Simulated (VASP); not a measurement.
# NaC4 (Pmmm) in VASP: a series of runs

The runs below take NaC4 through single point, with PBE.

All numbers are computed with VASP 6.6.1; they aren't measurements. Logs are shortened: lines on timing, memory, paths and dates and some standing lists are left out, and cuts for length are marked.

### 1 The cell of the first run

The structure is orthorhombic, space group Pmmm (No. 47). Conventional cell: a = 2.528 Å, b = 4.317 Å, c = 4.839 Å, α = 90.00°, β = 90.00°, γ = 90.00°. Na (site symmetry mmm) has 2 Na at 2.53 Å and 12 C at 2.82 to 2.83 Å within 3.3 Å. C (site symmetry m2m) has 3 C at 1.44 to 1.45 Å within 1.9 Å. Within 1.9 Å of C (site symmetry m2m) lie 3 C at 1.45 to 1.46 Å.

### 2 Single point, PBE

The input, INCAR:

```
SYSTEM = NaC4
PREC     = Accurate       ! precision mode
ENCUT    = 1130           ! plane-wave cutoff, eV
EDIFF    = 1E-6           ! SCF threshold, eV
ISMEAR   = 0              ! smearing method
SIGMA    = 0.2            ! smearing width, eV
LREAL    = .False.        ! projectors in reciprocal space
LASPH    = .True.         ! aspherical terms in the spheres
NELM     = 120            ! most SCF steps
ALGO     = Normal         ! electronic algorithm
ISIF     = 2              ! what is computed and relaxed
LWAVE    = .False.        ! write WAVECAR
LCHARG   = .False.        ! write CHGCAR
GGA      = PE             ! functional
NBANDS   = 36             ! bands
GGA_COMPAT= .False.
```

The input, KPOINTS:

```
regular mesh
0
Gamma
  6 4 4
  0 0 0
```

The input, POSCAR:

```
NaC4
1.0
    0.0000000000      4.3171158532      0.0000000000
    0.0000000000      0.0000000000      4.8387569721
    5.0566856717      0.0000000000      0.0000000000
Na C
2 8
Direct
    0.0000000000      0.5000000000      0.5000000000
    0.0000000000      0.5000000000      0.0000000000
    0.6664480841      0.0000000000      0.0000000000
    0.6664480841      0.0000000000      0.5000000000
    0.1686378385      0.0000000000      0.2500000000
    0.1686378385      0.0000000000      0.7500000000
    0.8313621615      0.0000000000      0.2500000000
    0.8313621615      0.0000000000      0.7500000000
    0.3335519159      0.0000000000      0.0000000000
    0.3335519159      0.0000000000      0.5000000000
```

Potentials or basis: VASP PAW PBE potentials, release 64 (Na_sv, C).

The run is started by

```
$ cat potpaw_PBE.64/Na_sv/POTCAR potpaw_PBE.64/C/POTCAR > POTCAR
$ mpirun -np 1 vasp_std > vasp.out
```

OUTCAR:

```text
SYSTEM = NaC4
   PREC = Accurate
   ENCUT = 1130
   EDIFF = 1E-6
   ISMEAR = 0
   LREAL = .False.
   LASPH = .True.
   NELM = 120
   ISIF = 2
   GGA = PE

 ion  position               nearest neighbor table
   1  0.000  0.500  0.500-
   2  0.000  0.500  0.000-
   3  0.666  0.000  0.000-   9 1.44   8 1.45   7 1.45
   4  0.666  0.000  0.500-  10 1.44   8 1.45   7 1.45
   5  0.169  0.000  0.250-   9 1.45  10 1.45   7 1.46
   6  0.169  0.000  0.750-   9 1.45  10 1.45   8 1.46
   7  0.831  0.000  0.250-   3 1.45   4 1.45   5 1.46
   8  0.831  0.000  0.750-   3 1.45   4 1.45   6 1.46
   9  0.334  0.000  0.000-   3 1.44   5 1.45   6 1.45
  10  0.334  0.000  0.500-   4 1.44   5 1.45   6 1.45

  LATTYP: Found a simple orthorhombic cell.
 ALAT       =     4.3171158532
 B/A-ratio  =     1.1208309289
 C/A-ratio  =     1.1713110891

  Lattice vectors:

 A1 = (   0.0000000000,   4.3171158532,   0.0000000000)
 A2 = (   0.0000000000,   0.0000000000,   4.8387569721)
 A3 = (   5.0566856717,   0.0000000000,   0.0000000000)

Analysis of symmetry for initial positions (statically):
=====================================================================
 Subroutine PRICEL returns following result:

  LATTYP: Found a simple orthorhombic cell.
 ALAT       =     2.5283428359
 B/A-ratio  =     1.7074883168
 C/A-ratio  =     1.9138057163

  Lattice vectors:

 A1 = (   2.5283428359,   0.0000000000,   0.0000000000)
 A2 = (   0.0000000000,   4.3171158532,   0.0000000000)
 A3 = (   0.0000000000,   0.0000000000,   4.8387569721)

   2 primitive cells build up your supercell.

 Routine SETGRP: Setting up the symmetry group for a
 simple orthorhombic supercell.

 Subroutine GETGRP returns: Found  8 space group operations
 (whereof  8 operations were pure point group operations)
 out of a pool of  8 trial point group operations.

The static configuration has the point symmetry D_2h.

Analysis of symmetry for dynamics (positions and initial velocities):
=====================================================================
 Subroutine PRICEL returns following result:

  LATTYP: Found a simple orthorhombic cell.
 ALAT       =     2.5283428359
 B/A-ratio  =     1.7074883168
 C/A-ratio  =     1.9138057163

  Lattice vectors:

 A1 = (   2.5283428359,   0.0000000000,   0.0000000000)
 A2 = (   0.0000000000,   4.3171158532,   0.0000000000)
 A3 = (   0.0000000000,   0.0000000000,   4.8387569721)

   2 primitive cells build up your supercell.

 Routine SETGRP: Setting up the symmetry group for a
 simple orthorhombic supercell.

 Subroutine GETGRP returns: Found  8 space group operations
 (whereof  8 operations were pure point group operations)
 out of a pool of  8 trial point group operations.

The dynamic configuration has the point symmetry D_2h.

 Subroutine INISYM returns: Found  8 space group operations
 (whereof  8 operations are pure point group operations),
 and found     2 'primitive' translations

----------------------------------------------------------------------------------------

                                     Primitive cell

  volume of cell :      52.8158

  direct lattice vectors                    reciprocal lattice vectors
     2.528342836  0.000000000  0.000000000     0.395515982  0.000000000  0.000000000
     0.000000000  4.317115853  0.000000000     0.000000000  0.231636128  0.000000000
     0.000000000  0.000000000  4.838756972     0.000000000  0.000000000  0.206664647

  length of vectors
     2.528342836  4.317115853  4.838756972     0.395515982  0.231636128  0.206664647

  position of ions in fractional coordinates (direct lattice)
     0.000000000  0.000000000  0.500000000
     0.000000000  0.666448084  0.000000000
     0.500000000  0.168637838  0.000000000
     0.500000000  0.831362162  0.000000000
     0.000000000  0.333551916  0.000000000

  ion indices of the primitive-cell ions
   primitive index   ion index
                 1           1
                 2           4
                 3           5
                 4           7
                 5          10

----------------------------------------------------------------------------------------

 KPOINTS: regular mesh

Automatic generation of k-mesh.
 Grid dimensions read from file:
 generate k-points for:    6    4    4

 Generating k-lattice:

  Cartesian coordinates                     Fractional coordinates (reciprocal lattice)
     0.000000000  0.038606021  0.000000000     0.166666667  0.000000000  0.000000000
     0.000000000  0.000000000  0.051666162     0.000000000  0.250000000  0.000000000
     0.049439498  0.000000000  0.000000000     0.000000000  0.000000000  0.250000000

  Length of vectors
     0.038606021  0.051666162  0.049439498

  Shift w.r.t. Gamma in fractional coordinates (k-lattice)
     0.000000000  0.000000000  0.000000000

 Subroutine IBZKPT returns following result:
 ===========================================

 Found     36 irreducible k-points:

 Following reciprocal coordinates:
            Coordinates               Weight
  0.000000  0.000000  0.000000      1.000000
  0.166667  0.000000  0.000000      2.000000
  0.333333  0.000000  0.000000      2.000000
  0.500000  0.000000  0.000000      1.000000
  0.000000  0.250000  0.000000      2.000000
  0.166667  0.250000  0.000000      4.000000
[... 16 lines left out ...]
  0.333333  0.500000  0.250000      4.000000
  0.500000  0.500000  0.250000      2.000000
 [... further k-points ...]
   k-points           NKPTS =     36   k-points in BZ     NKDIM =     36   number of bands    NBANDS=     36
   number of dos      NEDOS =    301   number of ions     NIONS =     10
   total plane-waves  NPLWV = 145152
   dimension x,y,z NGX =    48 NGY =   54 NGZ =   56
   dimension x,y,z NGXF=    96 NGYF=  108 NGZF=  112
   ions per type =               2   8
   NGX,Y,Z   is equivalent  to a cutoff of  18.48, 18.55, 18.41 a.u.
   NGXF,Y,Z  is equivalent  to a cutoff of  36.97, 37.11, 36.82 a.u.
 SYSTEM =  NaC4
   PREC   = accura    normal or accurate (medium, high low for compatibility)
   ISTART =      0    job   : 0-new  1-cont  2-samecut
   ICHARG =      2    charge: 1-file 2-atom 10-const
   ISPIN  =      1    spin polarized calculation?
   LNONCOLLINEAR =      F non collinear calculations
   LSORBIT =      F    spin-orbit coupling
   LASPH  =      T    aspherical Exc in radial PAW
   ENCUT  = 1130.0 eV  83.05 Ry    9.11 a.u.  11.83 13.26 13.86*2*pi/ulx,y,z
   NELM   =    120;   NELMIN=  2; NELMDL= -5     # of ELM steps
   EDIFF  = 0.1E-05   stopping-criterion for ELM
   LREAL  =      F    real-space projection
   EDIFFG = 0.1E-04   stopping-criterion for IOM
   NSW    =      0    number of steps for IOM
   IBRION =     -1    ionic relax: 0-MD 1-quasi-New 2-CG
   NFREE  =      0    steps in history (QN), initial steepest desc. (CG)
   ISIF   =      2    stress and relaxation
   ISYM   =      2    0-nonsym 1-usesym 2-fastsym
   POTIM  = 0.5000    time-step for ionic-motion
   TEBEG  =    0.0;   TEEND  =   0.0 temperature during run
   PSTRESS=    0.0 pullay stress
   NELECT =      50.0000    total number of electrons
   NUPDOWN=      -1.0000    fix difference up-down
   EMIN   =  10.00;   EMAX   =-10.00  energy-range for DOS
   EFERMI =   0.00;   METHOD = LEGACY
   ISMEAR =     0;   SIGMA  =   0.20  broadening in eV -4-tet -1-fermi 0-gaus
   EFERMI_NEDOS =   21; number of points for ismear=-14 and -15
   IALGO  =     38    algorithm
   IMIX   =      4    mixing-type and parameters
     AMIX     =   0.40;   BMIX     =  1.00
     AMIX_MAG =   1.60;   BMIX_MAG =  1.00
  volume/ion in A,a.u.               =      10.56        71.28
  Fermi-wavevector in a.u.,A,eV,Ry     =   1.275852  2.411011 22.147545  1.627799
  Thomas-Fermi vector in A             =   2.408541
   LORBIT       =      0    0 simple, 1 ext, 2 COOP (PROOUT), +10 PAW based schemes
   GGA     = PE    functional components
   LHFCALC =     F    Hartree Fock is set to
   AEXX    =    0.0000 exact exchange contribution
   IVDW    =     0    specifies the selected vdW correction
   LEPSILON=     F    determine dielectric tensor
   LRPA    =     F    only Hartree local field effects (RPA)
 non-spin polarized calculation
 Gauss-broadening in eV      SIGMA  =   0.20
  energy-cutoff  :     1130.00
  volume of cell :      105.63
 maximum number of plane-waves:      9152
 NGX is ok and might be reduce to    48

 number of electron      49.9999997 magnetization

 Free energy of the ion-electron system (eV)
  ---------------------------------------------------
  ext. energy  EPLUGINS =         0.00000000
  ---------------------------------------------------
  free energy    TOTEN  =       -74.92516954 eV

  energy without entropy =      -74.86458514  energy(sigma->0) =      -74.89487734

 E-fermi :   5.8153     XC(G=0):  -9.7228

 val. band max:        5.7700559911   @ k =   0.3333   0.2500   0.0000
 cond. band min:       5.8404236703   @ k =   0.0000   0.0000   0.0000
 fundamental gap:      0.0703676792
 Fermi energy:         5.8153169154

 k-point     1 :       0.0000    0.0000    0.0000
  band No.  band energies     occupation
      1     -48.6590      2.00000
      2     -48.5861      2.00000
      3     -20.9428      2.00000
      4     -20.5355      2.00000
      5     -20.5340      2.00000
      6     -20.4570      2.00000
[... 28 lines left out ...]
     35      12.4728      0.00000
     36      14.3955      0.00000

 k-point     2 :       0.1667    0.0000    0.0000
  band No.  band energies     occupation
      1     -48.6590      2.00000
      2     -48.5860      2.00000
      3     -20.9426      2.00000
      4     -20.5354      2.00000
      5     -20.5353      2.00000
      6     -20.4578      2.00000
[... 28 lines left out ...]
     35      13.4279      0.00000
     36      13.9658      0.00000
[... 817 lines left out ...]
     35      12.7507      0.00000
     36      13.0323      0.00000

 k-point    24 :       0.5000    0.5000    0.2500
  band No.  band energies     occupation
      1     -48.6483      2.00000
      2     -48.5967      2.00000
      3     -20.8610      2.00000
      4     -20.5335      2.00000
      5     -20.5264      2.00000
      6     -20.4710      2.00000
[... 28 lines left out ...]
     35      11.9749      0.00000
     36      12.4144      0.00000

 [... further k-points ...]

------------------------ aborting loop because EDIFF is reached ----------------------------------------

  FORCE on cell =-STRESS in cart. coord.  units (eV):
  Direction    XX          YY          ZZ          XY          YZ          ZX
  --------------------------------------------------------------------------------------
  -------------------------------------------------------------------------------------
  Total       -0.0404285     -0.7780310      0.4672798      0.0000000      0.0000000      0.0000000
  in kB       -0.6132041    -11.8008701      7.0875168      0.0000000      0.0000000      0.0000000
  external PRESSURE =      -1.7755191 kB  Pullay stress =       0.0000000 kB

 VOLUME and BASIS-vectors are now :
 -----------------------------------------------------------------------------
  energy-cutoff  :     1130.00
  volume of cell :      105.63
      direct lattice vectors                 reciprocal lattice vectors
     0.000000000  4.317115853  0.000000000     0.000000000  0.231636128  0.000000000
     0.000000000  0.000000000  4.838756972     0.000000000  0.000000000  0.206664647
     5.056685672  0.000000000  0.000000000     0.197757991  0.000000000  0.000000000

 POSITION                                       TOTAL-FORCE (eV/Angst)
 -----------------------------------------------------------------------------------
      2.52834      0.00000      2.41938         0.000000     -0.000000      0.000000
      0.00000      0.00000      2.41938         0.000000     -0.000000      0.000000
      0.00000      2.87713      0.00000         0.000000     -0.177071      0.000000
      2.52834      2.87713      0.00000        -0.000000     -0.177071      0.000000
      1.26417      0.72803      0.00000        -0.000000     -0.174258     -0.000000
      3.79251      0.72803      0.00000        -0.000000     -0.174258     -0.000000
      1.26417      3.58909      0.00000         0.000000      0.174258      0.000000
      3.79251      3.58909      0.00000         0.000000      0.174258     -0.000000
      0.00000      1.43998      0.00000         0.000000      0.177071      0.000000
      2.52834      1.43998      0.00000        -0.000000      0.177071     -0.000000
 -----------------------------------------------------------------------------------
    total drift:                                0.000000      0.000000      0.000000

  FREE ENERGIE OF THE ION-ELECTRON SYSTEM (eV)
  ---------------------------------------------------
  free  energy   TOTEN  =       -74.9251695395 eV

  energy  without entropy=      -74.8645851429  energy(sigma->0) =      -74.89487734
```

Wall time 6.5 min (1 thread of AMD EPYC 7R43 (Zen 3), shared host); peak memory 0.52 GiB.

What came out:

```
Free energy            : -74.9252 eV
Pressure               : -0.2 GPa
Largest force          : 0.177 eV/Å
Band gap on the k mesh : zero (bands 25 and 26 overlap by 4.02 eV)
```

Forces in eV/Å, atoms in the order of the input:
```
Na   0.000  0.000  0.000
Na   0.000  0.000  0.000
C    0.000 -0.177  0.000
C    0.000 -0.177  0.000
C    0.000 -0.174  0.000
C    0.000 -0.174  0.000
C    0.000  0.174  0.000
C    0.000  0.174  0.000
C    0.000  0.177  0.000
C    0.000  0.177  0.000
```

### 3 Single point, PBE

This run uses another cell than the first one: it holds 5 atoms, not 10.

The input, INCAR:

```
PREC = Accurate ; ENCUT = 1130
EDIFF = 1E-6 ; ISMEAR = 0
SIGMA = 0.1 ; LREAL = F
LASPH = T ; NELM = 120
ALGO = Normal ; ISIF = 2
LWAVE = F ; LCHARG = T
GGA = PE ; LELF = T
LVHAR = T ; NBANDS = 20
GGA_COMPAT = F
```

The input, KPOINTS:

```
Automatic mesh
0
Gamma
  8 6 4
```

The input, POSCAR:

```
NaC4
1.0
    2.5330200515      0.0000000000      0.0000000000
    0.0000000000      4.6868984583      0.0000000000
    0.0000000000      0.0000000000      4.3242718986
Na C
1 4
Direct
    0.0000000000      0.5000000000      0.0000000000
    0.0000000000      0.0000000000      0.3349036780
    0.5000000000      0.0000000000      0.8325613290
    0.5000000000      0.0000000000      0.1674386710
    0.0000000000      0.0000000000      0.6650963220
```

Potentials or basis: VASP PAW PBE potentials, release 64 (Na_sv, C).

The run is started by

```
$ cat potpaw_PBE.64/Na_sv/POTCAR potpaw_PBE.64/C/POTCAR > POTCAR
$ mpirun -np 1 vasp_std > vasp.out
```

Wall time 2 min (1 thread of Intel Xeon Platinum 8259CL at 2.50GHz (Skylake/Cascade Lake), shared host); peak memory 0.34 GiB.

Results (log left out):

```
Free energy            : -37.5165 eV
Pressure               : -0.1 GPa
Largest force          : 0.023 eV/Å
Band gap on the k mesh : zero (an odd number of electrons rules out a gap without spin polarisation)
```

Forces on the atoms (eV/Å):
```
Na   0.000  0.000  0.000
C    0.000  0.000  0.023
C    0.000  0.000  0.014
C    0.000  0.000 -0.014
C    0.000  0.000 -0.023
```

Stress tensor (GPa, compression positive):
```
-0.11  0.00  0.00
 0.00  0.12  0.00
 0.00  0.00 -0.17
```

Levels at points of the mesh, in eV from the Fermi level:
| k point | band 10 | band 11 | band 12 | band 13 | band 14 | band 15 |
| --- | --- | --- | --- | --- | --- | --- |
| (0.00, 0.00, 0.00) | -4.20 | -4.17 | -3.79 | -1.27 | -0.02 | 5.01 |
| (0.50, 0.00, 0.00) | -9.92 | -4.60 | -4.12 | 1.09 | 1.19 | 3.55 |
| (0.00, 0.50, 0.00) | -4.20 | -4.17 | -3.97 | -0.51 | 1.41 | 5.09 |
| (0.50, 0.50, 0.00) | -9.92 | -4.80 | -4.46 | 0.78 | 1.09 | 5.56 |
| (0.00, 0.00, 0.50) | -7.10 | -6.20 | -6.18 | 0.69 | 0.69 | 5.37 |
| (0.50, 0.00, 0.50) | -7.31 | -4.27 | -3.75 | 0.04 | 0.04 | 4.87 |
| (0.00, 0.50, 0.50) | -7.45 | -6.20 | -6.18 | 3.07 | 3.43 | 5.27 |
| (0.50, 0.50, 0.50) | -7.30 | -4.40 | -3.95 | -0.55 | -0.42 | 5.52 |

Caveat: the k points lie up to 0.36 Å⁻¹ apart, too coarse for converged energies and pressures of a metal; an odd number of electrons without spin polarisation forces a metal; a magnetic or distorted state may lie lower.

The gap in the log of VASP goes by the Fermi energy; the results here count the filled bands.